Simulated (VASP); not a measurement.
# MoS2 in VASP: further runs, part 2 of 2

VASP 6.6.1. Earlier steps stand in the parts before.

## (3) Single point, PBEsol

The input, INCAR:

```
SYSTEM = MoS2
  PREC = Accurate
  ENCUT = 520
  EDIFF = 1E-6
  ISMEAR = -1
  SIGMA = 0.039
  LREAL = .False.
  LASPH = .True.
  NELM = 100
  ALGO = Normal
  ISIF = 2
  LWAVE = .False.
  LCHARG = .True.
  GGA = PS
  LELF = .True.
  LVHAR = .True.
  NBANDS = 20
```

The input, KPOINTS:

```
Automatic mesh
0
Gamma
  6 6 6
  0 0 0
```

The input, POSCAR:

```
MoS2
1.0
    1.5875907325      0.9165959368      6.1939396414
   -1.5875907325      0.9165959368      6.1939396414
    0.0000000000     -1.8331918736      6.1939396414
Mo S
1 2
Direct
    0.0050751190      0.0019471088     -0.0087603784
    0.4143958594      0.4048575069      0.4357788829
    0.2370526616      0.2559523688      0.2570775130
```

Potentials or basis: VASP PAW PBE potentials, release 64 (Mo_sv, S).

The run is started by

```sh
$ cat potpaw_PBE.64/Mo_sv/POTCAR potpaw_PBE.64/S/POTCAR > POTCAR
$ mpirun -np 1 vasp_std > vasp.out
```

OUTCAR:

```text
SYSTEM = MoS2
   PREC = Accurate
   ENCUT = 520
   EDIFF = 1E-6
   ISMEAR = -1
   LREAL = .False.
   LASPH = .True.
   NELM = 100
   ISIF = 2
   GGA = PS

 ion  position               nearest neighbor table
   1  0.005  0.002  0.991-   3 2.36   2 2.37   3 2.39   3 2.43   2 2.45   2 2.46
   2  0.414  0.405  0.436-   1 2.37   1 2.45   1 2.46
   3  0.237  0.256  0.257-   1 2.36   1 2.39   1 2.43

  LATTYP: Found a trigonal (rhomboedric) cell.
 ALAT       =     6.4595263547
 COS(alpha) =     0.8791892009

  Lattice vectors:

 A1 = (   1.5875907325,   0.9165959368,   6.1939396414)
 A2 = (  -1.5875907325,   0.9165959368,   6.1939396414)
 A3 = (   0.0000000000,  -1.8331918736,   6.1939396414)

Analysis of symmetry for initial positions (statically):
=====================================================================
 Subroutine PRICEL returns:
 Original cell was already a primitive cell.

 Routine SETGRP: Setting up the symmetry group for a
 trigonal (rhombohedral) supercell.

 Subroutine GETGRP returns: Found  1 space group operations
 (whereof  1 operations were pure point group operations)
 out of a pool of 12 trial point group operations.

The static configuration has the point symmetry C_1 .

Analysis of symmetry for dynamics (positions and initial velocities):
=====================================================================
 Subroutine PRICEL returns:
 Original cell was already a primitive cell.

 Routine SETGRP: Setting up the symmetry group for a
 trigonal (rhombohedral) supercell.

 Subroutine GETGRP returns: Found  1 space group operations
 (whereof  1 operations were pure point group operations)
 out of a pool of 12 trial point group operations.

The dynamic configuration has the point symmetry C_1 .

 Subroutine INISYM returns: Found  1 space group operations
 (whereof  1 operations are pure point group operations),
[... 106 lines left out ...]
   POTIM  = 0.5000    time-step for ionic-motion
   TEBEG  =    0.0;   TEEND  =   0.0 temperature during run
   PSTRESS=    0.0 pullay stress
   NELECT =      26.0000    total number of electrons
   NUPDOWN=      -1.0000    fix difference up-down
   EMIN   =  10.00;   EMAX   =-10.00  energy-range for DOS
   EFERMI =   0.00;   METHOD = LEGACY
   ISMEAR =    -1;   SIGMA  =   0.04  broadening in eV -4-tet -1-fermi 0-gaus
   EFERMI_NEDOS =   21; number of points for ismear=-14 and -15
   IALGO  =     38    algorithm
   IMIX   =      4    mixing-type and parameters
     AMIX     =   0.40;   BMIX     =  1.00
     AMIX_MAG =   1.60;   BMIX_MAG =  1.00
  volume/ion in A,a.u.               =      18.03       121.65
  Fermi-wavevector in a.u.,A,eV,Ry     =   1.282491  2.423557 22.378639  1.644784
  Thomas-Fermi vector in A             =   2.414800
   LORBIT       =      0    0 simple, 1 ext, 2 COOP (PROOUT), +10 PAW based schemes
   GGA     = PS    functional components
   LHFCALC =     F    Hartree Fock is set to
   AEXX    =    0.0000 exact exchange contribution
   IVDW    =     0    specifies the selected vdW correction
   LEPSILON=     F    determine dielectric tensor
   LRPA    =     F    only Hartree local field effects (RPA)
 non-spin polarized calculation
  energy-cutoff  :      520.00
  volume of cell :       54.08
 maximum number of plane-waves:      1469
   NGX = 23   NGY = 23   NGZ = 23

 number of electron      25.9999999 magnetization

 Free energy of the ion-electron system (eV)
  ---------------------------------------------------
  ext. energy  EPLUGINS =         0.00000000
  ---------------------------------------------------
  free energy    TOTEN  =       -23.38709809 eV

  energy without entropy =      -23.38709780  energy(sigma->0) =      -23.38709795

 E-fermi :   7.7100     XC(G=0): -10.9367

 val. band max:        7.3033985802   @ k =   0.5000   0.5000   0.5000
 cond. band min:       8.1502122549   @ k =  -0.1667   0.1667   0.0000
 fundamental gap:      0.8468136747
 Fermi energy:         7.7100048250

 k-point     1 :       0.0000    0.0000    0.0000
  band No.  band energies     occupation
      1     -54.1203      2.00000
      2     -28.3107      2.00000
      3     -28.0863      2.00000
      4     -28.0716      2.00000
      5      -7.6156      2.00000
      6      -5.9616      2.00000
[... 541 lines left out ...]
     19      15.4375      0.00000
     20      15.8106      0.00000

 [... further k-points ...]
[... 5 lines left out ...]
  --------------------------------------------------------------------------------------
  -------------------------------------------------------------------------------------
  Total       -1.4722135     -0.8453587     -0.7780923     -0.0975399      0.3690481     -0.5818584
  in kB      -43.6160852    -25.0447629    -23.0519136     -2.8897368     10.9334897    -17.2382493
  external PRESSURE =     -30.5709206 kB  Pullay stress =       0.0000000 kB

 VOLUME and BASIS-vectors are now :
 -----------------------------------------------------------------------------
  energy-cutoff  :      520.00
  volume of cell :       54.08
      direct lattice vectors                 reciprocal lattice vectors
     1.587590733  0.916595937  6.193939641     0.314942630  0.181832212  0.053816045
    -1.587590733  0.916595937  6.193939641    -0.314942630  0.181832212  0.053816045
     0.000000000 -1.833191874  6.193939641     0.000000000 -0.363664424  0.053816045

 POSITION                                       TOTAL-FORCE (eV/Angst)
 -----------------------------------------------------------------------------------
      0.00497     -1.81070      6.18317        -0.267898     -1.086137      0.739541
      0.01514     -0.04794      7.77359        -0.062423      0.655887     -0.627093
     -0.03000     -0.01939      4.64597         0.330321      0.430250     -0.112447
 -----------------------------------------------------------------------------------
    total drift:                                0.000000     -0.000037     -0.000218

  FREE ENERGIE OF THE ION-ELECTRON SYSTEM (eV)
  ---------------------------------------------------
  free  energy   TOTEN  =       -23.3870980922 eV

  energy  without entropy=      -23.3870978025  energy(sigma->0) =      -23.38709795
```

stdout:

```text
POSCAR found type information on POSCAR MoS
 POSCAR found :  2 types and       3 ions
 scaLAPACK will be used
 -----------------------------------------------------------------------------
|                                                                             |
|                                                                             |
|     You enforced a specific xc type in the INCAR file but a different       |
|     I HOPE YOU KNOW WHAT YOU ARE DOING!                                     |
|                                                                             |
 -----------------------------------------------------------------------------

 LDA part: xc-table for (Slater+PW92), standard interpolation
 POSCAR, INCAR and KPOINTS ok, starting setup
 FFT: planning ... GRIDC
 FFT: planning ... GRID_SOFT
 FFT: planning ... GRID
 WAVECAR not read
 entering main loop
```

It took 8.7 min on 1 thread of Intel Xeon 8259CL, shared host; peak memory 0.39 GiB.

What came out:

| Quantity | Value |
| --- | --- |
| Free energy | -23.3871 eV |
| Pressure | -3.1 GPa |
| Largest force | 1.341 eV/Å |
| Band gap on the k mesh | 0.85 eV (least direct gap 1.70 eV) |

Forces on the atoms (eV/Å):
```
Mo  -0.268 -1.086  0.740
S   -0.062  0.656 -0.627
S    0.330  0.430 -0.112
```

Levels at points of the mesh, in eV from the valence-band top:
```tsv
k point	band 9	band 10	band 11	band 12	band 13	band 14	band 15	band 16	band 17	band 18
(0.00, 0.00, 0.00)	-3.22	-2.42	-1.92	-1.33	-1.04	1.74	2.20	2.41	2.57	5.44
(0.50, 0.00, 0.00)	-4.97	-3.96	-2.27	-1.65	-1.26	1.66	2.03	3.14	3.62	5.16
(0.00, 0.50, 0.00)	-4.94	-3.91	-2.24	-1.71	-1.25	1.63	2.02	3.13	3.71	5.08
(0.00, 0.00, 0.50)	-4.84	-3.79	-2.45	-1.57	-1.46	1.57	2.03	3.37	3.58	5.33
(0.50, 0.50, 0.00)	-4.58	-3.71	-2.97	-1.69	-1.35	1.53	2.13	3.17	3.80	6.04
(0.50, 0.00, 0.50)	-4.65	-3.84	-2.88	-1.79	-1.15	1.59	2.13	2.83	3.93	6.00
(0.00, 0.50, 0.50)	-4.70	-3.89	-2.80	-1.78	-1.13	1.61	2.13	2.86	3.92	5.86
(0.50, 0.50, 0.50)	-3.34	-3.23	-2.38	-1.89	0.00	1.83	2.15	2.38	2.49	5.59
```

Caveat: the cell stands under tension; the atoms stand as in a frame of molecular dynamics; the PAW data sets were made with another functional, which shifts forces and pressure a little. A k mesh can miss the band edges.

## (4) Single point, PBEsol

The input, INCAR:

```
ALGO     = Normal         # electronic algorithm
EDIFF    = 1E-7           # SCF threshold, eV
ENCUT    = 520            # plane-wave cutoff, eV
GGA      = PS             # functional
ISIF     = 2              # what is computed and relaxed
ISMEAR   = -1             # smearing method
LASPH    = T              # aspherical terms in the spheres
LCHARG   = F              # write CHGCAR
LREAL    = F              # projectors in reciprocal space
LWAVE    = F              # write WAVECAR
NBANDS   = 20             # bands
NELM     = 60             # most SCF steps
PREC     = Accurate       # precision mode
SIGMA    = 0.039          # smearing width, eV
```

The input, KPOINTS:

```
k-points
0
Gamma
  6 6 6
```

The input, POSCAR:

```
MoS2
1.0
    1.5875907325      0.9165959368      6.1939396414
   -1.5875907325      0.9165959368      6.1939396414
    0.0000000000     -1.8331918736      6.1939396414
Mo S
1 2
Direct
    0.0075935938      0.0031289671     -0.0129221303
    0.4138860615      0.3960873937      0.4459306141
    0.2300250426      0.2611860963      0.2593804505
```

Potentials or basis: VASP PAW PBE potentials, release 64 (Mo_sv, S).

The run is started by

```sh
$ cat potpaw_PBE.64/Mo_sv/POTCAR potpaw_PBE.64/S/POTCAR > POTCAR
$ mpirun -np 1 vasp_std > vasp.out
```

OUTCAR:

```text
EDIFF = 1E-7
   ENCUT = 520
   GGA = PS
   ISIF = 2
   ISMEAR = -1
   LASPH = T
   LREAL = F
   NELM = 60
   PREC = Accurate

 ion  position               nearest neighbor table
   1  0.008  0.003  0.987-   3 2.34   2 2.35   3 2.37   3 2.45   2 2.46   2 2.49
   2  0.414  0.396  0.446-   1 2.35   1 2.46   1 2.49
   3  0.230  0.261  0.259-   1 2.34   1 2.37   1 2.45

  LATTYP: Found a trigonal (rhomboedric) cell.
 ALAT       =     6.4595263547
 COS(alpha) =     0.8791892009

  Lattice vectors:
[... 192 lines left out ...]
      4     -28.0657      2.00000
      5      -7.6138      2.00000
      6      -5.9615      2.00000
[... 541 lines left out ...]
     19      15.4355      0.00000
     20      15.8190      0.00000

 [... further k-points ...]
[... 5 lines left out ...]
  --------------------------------------------------------------------------------------
  -------------------------------------------------------------------------------------
  Total       -1.5465031     -0.6400715     -0.6471171     -0.1594708      0.6648061     -0.9585460
  in kB      -45.8170041    -18.9628846    -19.1716185     -4.7245143     19.6956759    -28.3980695
  external PRESSURE =     -27.9838357 kB  Pullay stress =       0.0000000 kB

 VOLUME and BASIS-vectors are now :
 -----------------------------------------------------------------------------
  energy-cutoff  :      520.00
  volume of cell :       54.08
      direct lattice vectors                 reciprocal lattice vectors
     1.587590733  0.916595937  6.193939641     0.314942630  0.181832212  0.053816045
    -1.587590733  0.916595937  6.193939641    -0.314942630  0.181832212  0.053816045
     0.000000000 -1.833191874  6.193939641     0.000000000 -0.363664424  0.053816045

 POSITION                                       TOTAL-FORCE (eV/Angst)
 -----------------------------------------------------------------------------------
      0.00709     -1.79967      6.18032        -0.404819     -1.595375      0.905228
      0.02826     -0.07506      7.77899        -0.121487      0.999612     -0.663867
     -0.04947     -0.02525      4.64912         0.526306      0.595762     -0.241360
 -----------------------------------------------------------------------------------
    total drift:                                0.000012      0.000007     -0.000280

  FREE ENERGIE OF THE ION-ELECTRON SYSTEM (eV)
  ---------------------------------------------------
  free  energy   TOTEN  =       -23.3301327372 eV

  energy  without entropy=      -23.3301323466  energy(sigma->0) =      -23.33013254
```

Run time: 9.1 min. Hardware: 1 thread of Intel Xeon 8259CL, shared host; peak memory 0.38 GiB.

Results:

| Property | Result |
| --- | --- |
| Free energy | -23.3301 eV |
| Pressure | -2.8 GPa |
| Largest force | 1.878 eV/Å |
| Band gap on the k mesh | 0.82 eV (least direct gap 1.67 eV) |

Forces on the atoms (eV/Å):
```
Mo  -0.405 -1.595  0.905
S   -0.121  1.000 -0.664
S    0.526  0.596 -0.241
```

Stress tensor (GPa, compression positive):
```
-4.58 -0.47 -2.84
-0.47 -1.90  1.97
-2.84  1.97 -1.92
```

Levels at points of the mesh, in eV from the valence-band top:
```csv
k point,band 11,band 12,band 13,band 14,band 15,band 16
"(0.00, 0.00, 0.00)",-1.78,-1.35,-1.01,1.58,2.17,2.46
"(0.50, 0.00, 0.00)",-2.25,-1.70,-1.15,1.67,2.04,3.00
"(0.00, 0.50, 0.00)",-2.20,-1.80,-1.13,1.63,2.03,2.97
"(0.00, 0.00, 0.50)",-2.52,-1.61,-1.42,1.55,2.03,3.33
"(0.50, 0.50, 0.00)",-3.02,-1.67,-1.37,1.51,2.12,3.26
"(0.50, 0.00, 0.50)",-2.88,-1.84,-1.05,1.59,2.13,2.72
"(0.00, 0.50, 0.50)",-2.77,-1.80,-1.04,1.62,2.12,2.79
"(0.50, 0.50, 0.50)",-2.46,-1.75,0.00,1.67,2.08,2.42
```

Caveat: the atoms stand as in a frame of molecular dynamics; the PAW data sets were made with another functional, which shifts forces and pressure a little.

## (5) Single point, PBEsol

The input, INCAR:

```
SYSTEM = MoS2
  PREC = Accurate
  ENCUT = 520
  EDIFF = 1E-7
  ISMEAR = -1
  SIGMA = 0.039
  LREAL = .False.
  LASPH = .True.
  NELM = 100
  ALGO = Normal
  ISIF = 2
  LWAVE = .False.
  LCHARG = .False.
  GGA = PS
  NBANDS = 20
```

The input, KPOINTS:

```
regular mesh
0
Gamma
  6 6 6
  0 0 0
```

The input, POSCAR:

```
MoS2
1.0
    1.5875907325      0.9165959368      6.1939396414
   -1.5875907325      0.9165959368      6.1939396414
    0.0000000000     -1.8331918736      6.1939396414
Mo S
1 2
Direct
    0.0066297251      0.0031691355     -0.0111588997
    0.4161663256      0.3932466907      0.4444737584
    0.2306300070      0.2639062154      0.2555602056
```

The run is started by

```sh
$ cat potpaw_PBE.64/Mo_sv/POTCAR potpaw_PBE.64/S/POTCAR > POTCAR
$ mpirun -np 1 vasp_std > vasp.out
```

Run time: 9.2 min. Hardware: 1 thread of Intel Xeon 8259CL, shared host; peak memory 0.38 GiB.

Results (log left out):

| Quantity | Value |
| --- | --- |
| Free energy | -23.3521 eV |
| Pressure | -2.5 GPa |
| Largest force | 1.548 eV/Å |
| Band gap on the k mesh | 0.84 eV (least direct gap 1.68 eV) |

Forces in eV/Å, atoms in the order of the input:
```
Mo  -0.331 -1.417  0.530
S   -0.208  0.978 -0.412
S    0.539  0.439 -0.118
```

Stress tensor (GPa, compression positive):
```
-4.32 -0.35 -3.30
-0.35 -1.86  2.51
-3.30  2.51 -1.26
```

Levels at points of the mesh, in eV from the valence-band top:
```
           k point  band 9  band 10  band 11  band 12  band 13  band 14  band 15  band 16  band 17  band 18
(0.00, 0.00, 0.00)   -3.23    -2.53    -1.87    -1.29    -1.07     1.63     2.22     2.39     2.64     5.45
(0.50, 0.00, 0.00)   -5.00    -3.99    -2.28    -1.70    -1.20     1.65     2.03     3.05     3.68     5.19
(0.00, 0.50, 0.00)   -4.98    -3.94    -2.21    -1.77    -1.19     1.62     2.02     3.05     3.81     5.00
(0.00, 0.00, 0.50)   -4.83    -3.78    -2.51    -1.59    -1.46     1.54     2.02     3.36     3.61     5.41
(0.50, 0.50, 0.00)   -4.59    -3.71    -2.99    -1.69    -1.38     1.51     2.12     3.23     3.78     6.04
(0.50, 0.00, 0.50)   -4.67    -3.88    -2.90    -1.84    -1.09     1.58     2.13     2.73     3.97     6.04
(0.00, 0.50, 0.50)   -4.74    -3.94    -2.77    -1.81    -1.09     1.60     2.13     2.82     3.94     5.81
(0.50, 0.50, 0.50)   -3.34    -3.21    -2.47    -1.84     0.00     1.71     2.13     2.38     2.59     5.60
```

Caveat: the atoms stand as in a frame of molecular dynamics; the PAW data sets were made with another functional, which shifts forces and pressure a little.

## (6) Single point, r2SCAN

This run uses another cell than the first one, of 18.11 Å³/atom.

The input, POSCAR:

```
MoS2
1.0
    1.5901260000      0.9180600000      6.2038310000
   -1.5901260000      0.9180600000      6.2038310000
    0.0000000000     -1.8361190000      6.2038310000
Mo S
1 2
Direct
   -0.0007534067      0.0011068232      0.0014495017
    0.4227089956      0.4162038507      0.4077744023
    0.2419877833      0.2512763554      0.2543724427
```

The input, INCAR.step1:

```
SYSTEM = MoS2
  PREC = Accurate
  ENCUT = 520
  ISMEAR = -1
  SIGMA = 0.026
  LREAL = .False.
  LASPH = .True.
  NELM = 100
  NBANDS = 20
  GGA = PE
  ALGO = Normal
  EDIFF = 1E-4
  LWAVE = .True.
  LCHARG = .False.
```

The input, INCAR.step2:

```
SYSTEM = MoS2
  PREC = Accurate
  ENCUT = 520
  EDIFF = 1E-6
  ISMEAR = -1
  SIGMA = 0.026
  LREAL = .False.
  LASPH = .True.
  NELM = 100
  ALGO = Normal
  ISIF = 2
  LWAVE = .False.
  LCHARG = .True.
  METAGGA = R2SCAN
  LMIXTAU = .True.
  LELF = .True.
  LVHAR = .True.
  NBANDS = 20
  ISTART = 1
```

KPOINTS is that of step 5.

Potentials or basis: VASP PAW PBE potentials, release 64 (Mo_sv, S).

The run is started by

```sh
$ cat potpaw_PBE.64/Mo_sv/POTCAR potpaw_PBE.64/S/POTCAR > POTCAR
$ cp INCAR.step1 INCAR
$ mpirun -np 1 vasp_std > vasp.out
$ cp INCAR.step2 INCAR
$ mpirun -np 1 vasp_std > vasp.out
```

Run time: 24 min. Hardware: 1 thread of Intel Xeon 8259CL, shared host; peak memory 0.41 GiB.

It converged, with:

```yaml
Free_energy: -45.0112 eV
Pressure: 1.4 GPa
Largest_force: 0.930 eV/Å
Band_gap_on_the_k_mesh: 0.98 eV (least direct gap 1.77 eV)
```

Forces in eV/Å, atoms in the order of the input:
```
Mo   0.039  0.144 -0.918
S   -0.145 -0.249  0.538
S    0.106  0.105  0.380
```

Stress tensor (GPa, compression positive):
```
 1.37  0.08 -1.09
 0.08  0.98 -1.53
-1.09 -1.53  1.98
```

Levels at points of the mesh, in eV from the valence-band top:
| k point | band 11 | band 12 | band 13 | band 14 | band 15 | band 16 |
| --- | --- | --- | --- | --- | --- | --- |
| (0.00, 0.00, 0.00) | -2.41 | -1.45 | -1.06 | 2.10 | 2.14 | 2.53 |
| (0.50, 0.00, 0.00) | -2.53 | -1.81 | -1.49 | 1.65 | 2.08 | 3.62 |
| (0.00, 0.50, 0.00) | -2.50 | -1.80 | -1.48 | 1.65 | 2.08 | 3.63 |
| (0.00, 0.00, 0.50) | -2.47 | -1.81 | -1.46 | 1.66 | 2.08 | 3.65 |
| (0.50, 0.50, 0.00) | -3.04 | -1.98 | -1.33 | 1.61 | 2.22 | 3.19 |
| (0.50, 0.00, 0.50) | -3.03 | -1.97 | -1.35 | 1.61 | 2.22 | 3.23 |
| (0.00, 0.50, 0.50) | -3.00 | -1.98 | -1.37 | 1.60 | 2.22 | 3.25 |
| (0.50, 0.50, 0.50) | -2.43 | -2.38 | 0.00 | 2.14 | 2.17 | 2.43 |

Caveat: the atoms stand as in a frame of molecular dynamics; the PAW data sets were made with another functional, which shifts forces and pressure a little. A k mesh can miss the band edges.

## (7) Summary

```csv
task,level,cell,smearing,gap on the mesh (eV),pressure (GPa),largest force (eV/Å)
molecular dynamics,PBEsol,"a = 6.460 Å, angles 28.5°, 3 atoms, atomic positions A",fermi-dirac 0.039 eV,-,-,-
single point,PBEsol,"a = 6.460 Å, angles 28.5°, 3 atoms, atomic positions B",fermi-dirac 0.039 eV,0.85,-3.1,1.34
single point,PBEsol,"a = 6.460 Å, angles 28.5°, 3 atoms, atomic positions C",fermi-dirac 0.039 eV,0.82,-2.8,1.88
single point,PBEsol,"a = 6.460 Å, angles 28.5°, 3 atoms, atomic positions D",fermi-dirac 0.039 eV,0.84,-2.5,1.55
single point,r2SCAN,"a = 6.470 Å, angles 28.5°, 3 atoms, atomic positions E",fermi-dirac 0.026 eV,0.98,1.4,0.93
```

Alike in all rows: potentials or basis VASP PAW PBE potentials, release 64 (Mo_sv, S); no spin polarisation; k mesh 6 × 6 × 6; cutoff (eV) 520.

Caveats: some runs use coarse meshes; the PAW data sets were made with another functional, which shifts forces and pressure a little; the atoms stand as in a frame of molecular dynamics (at least some runs); the cell stands under tension (at least some runs).

Absolute energies hang on the potentials; compare differences alone.
